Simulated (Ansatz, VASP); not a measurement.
# Bi: VASP beside Ansatz

Contents of INCAR:

```
SYSTEM = Bi
PREC     = Accurate       ! precision mode
ENCUT    = 520            ! plane-wave cutoff, eV
EDIFF    = 1E-6           ! SCF threshold, eV
ISMEAR   = -1             ! smearing method
SIGMA    = 0.1            ! smearing width, eV
LREAL    = .False.        ! projectors in reciprocal space
LASPH    = .True.         ! aspherical terms in the spheres
NELM     = 100            ! most SCF steps
ALGO     = Normal         ! electronic algorithm
ISIF     = 2              ! what is computed and relaxed
LWAVE    = .False.        ! write WAVECAR
LCHARG   = .False.        ! write CHGCAR
GGA      = PS             ! functional
NBANDS   = 22             ! bands
```

KPOINTS

```
regular mesh
0
Gamma
  9 9 9
  0 0 0
```

File POSCAR:

```
Bi
1.0
    0.0000000000      3.6789266903      3.6789266903
    3.6789266903      0.0000000000      3.6789266903
    3.6789266903      3.6789266903      0.0000000000
Bi
2
Direct
    0.1250000000      0.1250000000      0.1250000000
    0.8750000000      0.8750000000      0.8750000000
```

Input for Ansatz:

```yaml
crystal:
  lattice:
    - [0.0, 3.6789266903, 3.6789266903]
    - [3.6789266903, 0.0, 3.6789266903]
    - [3.6789266903, 3.6789266903, 0.0]
  atoms:
    - { symbol: Bi, position: [0.125, 0.125, 0.125] }
    - { symbol: Bi, position: [0.875, 0.875, 0.875] }
hamiltonian:
  xc: pbesol
  pseudopotentials:
    kind: paw
    azcp:
      Bi: "pseudopotentials/Bi.paw.azcp"
basis:
  ecutwfc: 420
  fft_grid_basis: typed
kpoints:
  mp_grid: { grid: [9, 9, 9], shift: [0, 0, 0] }
magnetization:
  spin_polarized: false
scf:
  occupations: { method: fermi_dirac, width: 0.1 }
  lower_state_search: "off"
output:
  stress: true
```

Alike in both runs: task single point; functional PBEsol; k mesh 9 × 9 × 9; occupations fermi-dirac, width 0.1 eV; no spin polarisation.

```csv
,VASP,Ansatz
version,VASP 6.6.1,Ansatz 0.2.0
potentials or method,"VASP PAW PBE potentials, release 64 (Bi_d), cutoff 520 eV","plane waves (420 eV) with PAW, scalar-relativistic"
valence electrons in the cell,30,30
```

```tsv
	VASP	Ansatz	Ansatz less VASP
pressure (GPa)	-2.2	-2.1	+0.06
```

VASP's potentials were made for PBE, not for PBEsol, and Ansatz warns of the same on its side.

Neither program's run includes spin-orbit coupling.
